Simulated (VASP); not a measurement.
PbS: single point with PBE-based screened hybrid

The system is PbS.

```xyz
2
Lattice="3.6537 0.0000 0.0000 0.0000 3.6537 0.0000 0.0000 0.0000 3.6537" Properties=species:S:1:pos:R:3 pbc="T T T"
Pb    0.0000    0.0000    0.0000
S     1.8268    1.8268    1.8268
```

| Item | Value |
| --- | --- |
| Program | VASP 6.6.1 |
| Task | single point |
| Functional | PBE-based screened hybrid |
| Potentials or basis | VASP PAW PBE potentials, release 64 (Pb_d, S) |
| Cutoff | 520 eV |
| k mesh | 4 × 4 × 4 |
| Occupations | fermi-dirac, width 0.05 eV |
| Spin | no spin polarisation |

```
Pressure               : -2.0 GPa
Band gap on the k mesh : zero (band 10 reaches 5.80 eV, above the bottom of band 11 at 5.62 eV)
```

Levels at points of the mesh, in eV from the Fermi level:
| k point | band 8 | band 9 | band 10 | band 11 | band 12 | band 13 |
| --- | --- | --- | --- | --- | --- | --- |
| (0.00, 0.00, 0.00) | -1.70 | -1.70 | -1.70 | 6.16 | 6.16 | 7.44 |
| (0.50, 0.00, 0.00) | -0.49 | -0.49 | 0.08 | 0.83 | 4.62 | 4.62 |
| (0.50, 0.50, 0.00) | -4.74 | -4.74 | -0.27 | 4.98 | 4.98 | 6.76 |
| (0.50, 0.50, 0.50) | -2.55 | -2.55 | -2.55 | -0.09 | -0.09 | -0.09 |

It took 11 min on 1 thread of AMD EPYC 7R13, on a shared host, peak memory 0.28 GiB.

Caveat: the k points lie up to 0.43 Å⁻¹ apart; the PAW data sets were made with another functional, which shifts forces and pressure a little; spin-orbit coupling is left out, which moves the levels of the heavy elements.
